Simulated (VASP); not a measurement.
# CuO (Cc) in VASP: single point with PBE+U

Aim: the single point of CuO with PBE+U.

Program: VASP 6.6.1. These are calculated values, not measurements. Logs are shortened: lines on timing, memory, paths and dates and some standing lists are left out, and cuts for length are marked.

## 1. The cell of the first run

Symmetry: Cc, No. 9, monoclinic system. The conventional cell has a = 4.689 Å, b = 3.427 Å, c = 5.132 Å, α = 90.00°, β = 99.65°, γ = 90.00°. Cu (site symmetry 1) has 4 O at 1.91 to 2.02 Å within 2.5 Å. O (site symmetry 1) has 4 Cu at 1.91 to 2.02 Å within 2.5 Å.

## 2. Single point, PBE+U, collinear spin

The input, INCAR:

```
SYSTEM = CuO
  PREC = Accurate
  ENCUT = 520
  EDIFF = 1E-6
  ISMEAR = 0
  SIGMA = 0.05
  LREAL = .FALSE.
  LASPH = .TRUE.
  NELM = 150
  ALGO = Normal
  ISIF = 2
  LWAVE = .FALSE.
  LCHARG = .TRUE.
  ISPIN = 2
  MAGMOM = 1 1 0 0
  LORBIT = 11
  LMAXMIX = 4
  LDAU = .TRUE.
  LDAUTYPE = 2
  LDAUL = 2 -1
  LDAUU = 3 0
  LDAUJ = 0 0
  LDAUPRINT = 1
  GGA = PE
  LELF = .TRUE.
  LVHAR = .TRUE.
  NBANDS = 29
```

The input, KPOINTS:

```
Automatic mesh
0
G
  7 7 4
  0 0 0
```

The input, POSCAR:

```
CuO
1.0
    2.3446497600     -1.7133998200      0.0000000000
    2.3446497600      1.7133998200      0.0000000000
   -0.8605499100      0.0000000000      5.0594394800
Cu O
2 2
Direct
    0.0032000000      0.4968000000      0.0000000000
    0.4968000000      0.0032000000      0.5000000000
    0.5714000000      0.4056000000      0.2537000000
    0.4056000000      0.5714000000      0.7537000000
```

Potentials or basis: VASP PAW PBE potentials, release 64 (Cu, O).

The run is started by

```
> cat potpaw_PBE.64/Cu/POTCAR potpaw_PBE.64/O/POTCAR > POTCAR
> mpirun -np 1 vasp_std > vasp.out
```

OUTCAR:

```text
SYSTEM = CuO
   PREC = Accurate
   ENCUT = 520
   EDIFF = 1E-6
   ISMEAR = 0
   LREAL = .FALSE.
   LASPH = .TRUE.
   NELM = 150
   ISIF = 2
   ISPIN = 2
   LORBIT = 11
   GGA = PE

 ion  position               nearest neighbor table
   1  0.003  0.497  0.000-   4 1.91   3 1.93   4 1.98   3 2.02
   2  0.497  0.003  0.500-   3 1.91   4 1.93   3 1.98   4 2.02
   3  0.571  0.406  0.254-   2 1.91   1 1.93   2 1.98   1 2.02
   4  0.406  0.571  0.754-   1 1.91   2 1.93   1 1.98   2 2.02

  LATTYP: Found a base centered monoclinic cell.
 ALAT       =     4.6892995200
 B/A-ratio  =     0.7307700490
 C/A-ratio  =     1.0944283419
 COS(beta)  =    -0.1676798045

  Lattice vectors:

 A1 = (   2.3446497600,  -1.7133998200,   0.0000000000)
 A2 = (   2.3446497600,   1.7133998200,   0.0000000000)
 A3 = (  -0.8605499100,   0.0000000000,   5.0594394800)

Analysis of symmetry for initial positions (statically):
=====================================================================
 Subroutine PRICEL returns:
 Original cell was already a primitive cell.

 Routine SETGRP: Setting up the symmetry group for a
 base centered monoclinic supercell.

 Subroutine GETGRP returns: Found  2 space group operations
 (whereof  1 operations were pure point group operations)
 out of a pool of  4 trial point group operations.

The static configuration has the point symmetry C_1 .
 The point group associated with its full space group is C_1h.

Analysis of symmetry for dynamics (positions and initial velocities):
=====================================================================
 Subroutine PRICEL returns:
 Original cell was already a primitive cell.

 Routine SETGRP: Setting up the symmetry group for a
 base centered monoclinic supercell.

 Subroutine GETGRP returns: Found  2 space group operations
 (whereof  1 operations were pure point group operations)
 out of a pool of  4 trial point group operations.

The dynamic configuration has the point symmetry C_1 .
 The point group associated with its full space group is C_1h.

Analysis of structural, dynamic, and magnetic symmetry:
=====================================================================
 Subroutine PRICEL returns:
 Original cell was already a primitive cell.

[... 213 lines left out ...]
  o =  0.9615  v =  0.0000  0.0000  0.0000  0.0000  0.0000 -0.1083  0.0269  0.0970  0.3120  0.9385      0.0000  0.0000  0.0000  0.0000  0.0000  0.0000  0.0000  0.0000  0.0000  0.0000
  o =  0.9634  v =  0.0000  0.0000  0.0000  0.0000  0.0000  0.1593 -0.7798  0.3504  0.4699 -0.1517      0.0000  0.0000  0.0000  0.0000  0.0000  0.0000  0.0000  0.0000  0.0000  0.0000
  o =  0.9706  v =  0.0475 -0.6318  0.3541  0.5709  0.3838  0.0000  0.0000  0.0000  0.0000  0.0000      0.0000  0.0000  0.0000  0.0000  0.0000  0.0000  0.0000  0.0000  0.0000  0.0000
  o =  0.9716  v = -0.1532  0.4612 -0.0536 -0.0297  0.8718  0.0000  0.0000  0.0000  0.0000  0.0000      0.0000  0.0000  0.0000  0.0000  0.0000  0.0000  0.0000  0.0000  0.0000  0.0000
  o =  0.9724  v =  0.0000  0.0000  0.0000  0.0000  0.0000 -0.4799  0.2184  0.8332 -0.1298 -0.1046      0.0000  0.0000  0.0000  0.0000  0.0000  0.0000  0.0000  0.0000  0.0000  0.0000
  o =  0.9772  v = -0.4710  0.2024  0.8320 -0.1561 -0.1440  0.0000  0.0000  0.0000  0.0000  0.0000      0.0000  0.0000  0.0000  0.0000  0.0000  0.0000  0.0000  0.0000  0.0000  0.0000
  o =  1.0207  v =  0.0874  0.5642  0.0143  0.7800 -0.2556  0.0000  0.0000  0.0000  0.0000  0.0000      0.0000  0.0000  0.0000  0.0000  0.0000  0.0000  0.0000  0.0000  0.0000  0.0000

 number of electron      33.9999999 magnetization       1.9492601

 Free energy of the ion-electron system (eV)
  ---------------------------------------------------
  ext. energy  EPLUGINS =         0.00000000
  ---------------------------------------------------
  free energy    TOTEN  =       -17.54981835 eV

  energy without entropy =      -17.54918088  energy(sigma->0) =      -17.54949961

 E-fermi :   5.3803     XC(G=0): -11.8584

 val. band max:        5.3755949184   @ k =  -0.4286  -0.4286   0.2500
 cond. band min:       5.4010282350   @ k =  -0.4286   0.2857  -0.0000
 fundamental gap:      0.0254333166
 Fermi energy:         5.3803479645

 spin component 1

 k-point     1 :       0.0000    0.0000    0.0000
  band No.  band energies     occupation
      1     -14.2546      1.00000
      2     -12.9258      1.00000
      3      -2.7480      1.00000
      4      -1.2960      1.00000
      5      -0.9241      1.00000
      6       0.7956      1.00000
[... 1529 lines left out ...]
     28      23.8552      0.00000
     29      25.7457      0.00000

 [... further k-points ...]
[... 5 lines left out ...]
  --------------------------------------------------------------------------------------
  -------------------------------------------------------------------------------------
  Total        1.2307043      1.5151593      1.5273255      0.0000000      0.0000000     -0.0508839
  in kB       48.5059728     59.7172480     60.1967548      0.0000000      0.0000000     -2.0054945
  external PRESSURE =      56.1399919 kB  Pullay stress =       0.0000000 kB

 VOLUME and BASIS-vectors are now :
 -----------------------------------------------------------------------------
  energy-cutoff  :      520.00
  volume of cell :       40.65
      direct lattice vectors                 reciprocal lattice vectors
     2.344649760 -1.713399820  0.000000000     0.213251467 -0.291817470  0.036271514
     2.344649760  1.713399820  0.000000000     0.213251467  0.291817470  0.036271514
    -0.860549910  0.000000000  5.059439480     0.000000000  0.000000000  0.197650353

 POSITION                                       TOTAL-FORCE (eV/Angst)
 -----------------------------------------------------------------------------------
      1.17232      0.84573      0.00000        -0.696705      0.304000      0.292921
      0.74205     -0.84573      2.52972        -0.696705     -0.304000      0.292921
      2.07240     -0.28408      1.28358         0.696705      0.128900     -0.292921
      1.64213      0.28408      3.81330         0.696705     -0.128900     -0.292921
 -----------------------------------------------------------------------------------
    total drift:                               -0.000408      0.000000     -0.000390

  FREE ENERGIE OF THE ION-ELECTRON SYSTEM (eV)
  ---------------------------------------------------
  free  energy   TOTEN  =       -17.5498183484 eV

  energy  without entropy=      -17.5491808782  energy(sigma->0) =      -17.54949961

 total charge

# of ion       s       p       d       tot
------------------------------------------
    1        0.378   0.389   9.141   9.908
    2        0.378   0.389   9.141   9.908
    3        1.560   3.432   0.000   4.991
    4        1.560   3.432   0.000   4.991
--------------------------------------------------
tot          3.875   7.641  18.283  29.799

 magnetization (x)

# of ion       s       p       d       tot
------------------------------------------
    1       -0.003   0.004   0.629   0.629
    2       -0.003   0.004   0.629   0.629
    3        0.019   0.284   0.000   0.304
    4        0.019   0.284   0.000   0.304
--------------------------------------------------
tot          0.032   0.577   1.258   1.866
```

OSZICAR:

```text
N       E                     dE             d eps       ncg     rms          rms(c)
DAV:   1     0.298577100003E+03    0.29858E+03   -0.16022E+04  7796   0.189E+03
DAV:   2     0.165221488026E+02   -0.28205E+03   -0.25384E+03  7043   0.375E+02
DAV:   3    -0.209710497834E+02   -0.37493E+02   -0.34921E+02  7904   0.140E+02
DAV:   4    -0.221050359074E+02   -0.11340E+01   -0.11278E+01  8325   0.269E+01
DAV:   5    -0.221238408647E+02   -0.18805E-01   -0.18804E-01  8192   0.332E+00    0.166E+01
DAV:   6    -0.180336190721E+02    0.40902E+01   -0.20233E+01  9730   0.129E+02    0.112E+01
DAV:   7    -0.174761611742E+02    0.55746E+00   -0.52281E+00  8965   0.760E+01    0.280E+00
DAV:   8    -0.175536599390E+02   -0.77499E-01   -0.92825E-01 10738   0.121E+01    0.232E+00
DAV:   9    -0.175412079131E+02    0.12452E-01   -0.56047E-02 10204   0.103E+01    0.882E-01
DAV:  10    -0.175446736969E+02   -0.34658E-02   -0.35907E-02 11759   0.718E+00    0.483E-01
DAV:  11    -0.175503600179E+02   -0.56863E-02   -0.12574E-02 10321   0.178E+00    0.325E-01
DAV:  12    -0.175497107045E+02    0.64931E-03   -0.19607E-03 11110   0.160E+00    0.642E-02
DAV:  13    -0.175498277156E+02   -0.11701E-03   -0.73895E-04  8683   0.210E-01    0.577E-02
DAV:  14    -0.175498056466E+02    0.22069E-04   -0.66908E-05 10725   0.109E-01    0.324E-02
DAV:  15    -0.175498176865E+02   -0.12040E-04   -0.18624E-05 10775   0.132E-01    0.920E-03
DAV:  16    -0.175498183484E+02   -0.66186E-06   -0.51447E-06  7717   0.469E-02
   1 F= -.17549818E+02 E0= -.17549500E+02  d E =-.637470E-03  mag=     1.9490
```

stdout:

```text
POSCAR found type information on POSCAR CuO
 POSCAR found :  2 types and       4 ions
 scaLAPACK will be used
 LDA part: xc-table for (Slater+PW92), standard interpolation
 POSCAR, INCAR and KPOINTS ok, starting setup
 FFT: planning ... GRIDC
 FFT: planning ... GRID_SOFT
 FFT: planning ... GRID
 WAVECAR not read
 entering main loop
```

It took 3.7 min on 1 thread of Intel Xeon 8259CL, shared host; peak memory 0.24 GiB.

Results:

| Item | Value |
| --- | --- |
| Free energy | -17.5498 eV |
| Pressure | 5.6 GPa |
| Largest force | 0.815 eV/Å |
| Net moment | 1.95 μB per cell |
| Site moments | Cu +0.63; O +0.30 μB |
| Valence electrons inside the program's atomic spheres | Cu 9.91; O 4.99 |

Forces in eV/Å, atoms in the order of the input:
```
Cu  -0.697  0.304  0.293
Cu  -0.697 -0.304  0.293
O    0.697  0.129 -0.293
O    0.697 -0.129 -0.293
```

Levels at points of the mesh, in eV from the Fermi level:
Spin up:
```
           k point  band 16  band 17  band 18  band 19  band 20  band 21
(0.00, 0.00, 0.00)    -2.33    -0.49     0.09     1.71     6.36     8.25
(0.00, 0.00, 0.50)    -1.90    -0.58    -0.58     4.02     4.02    11.87
```
Spin down:
```
           k point  band 12  band 13  band 14  band 15  band 16  band 17  band 18  band 19  band 20  band 21
(0.00, 0.00, 0.00)    -2.75    -2.41    -2.19    -2.17    -1.71     1.18     1.99     2.00     6.48     8.62
(0.00, 0.00, 0.50)    -3.18    -2.76    -2.76    -1.37    -1.37     1.39     1.39     4.33     4.33    12.03
```

Eigenvalues of the final occupation matrices:
```
    site  spin  trace               eigenvalues
site 1 d     1   4.90  0.96 0.97 0.97 0.98 1.02
site 1 d     2   4.27  0.43 0.94 0.96 0.96 0.97
site 2 d     1   4.90  0.96 0.97 0.97 0.98 1.02
site 2 d     2   4.27  0.43 0.94 0.96 0.96 0.97
```

Caveat: the cell stands under pressure.
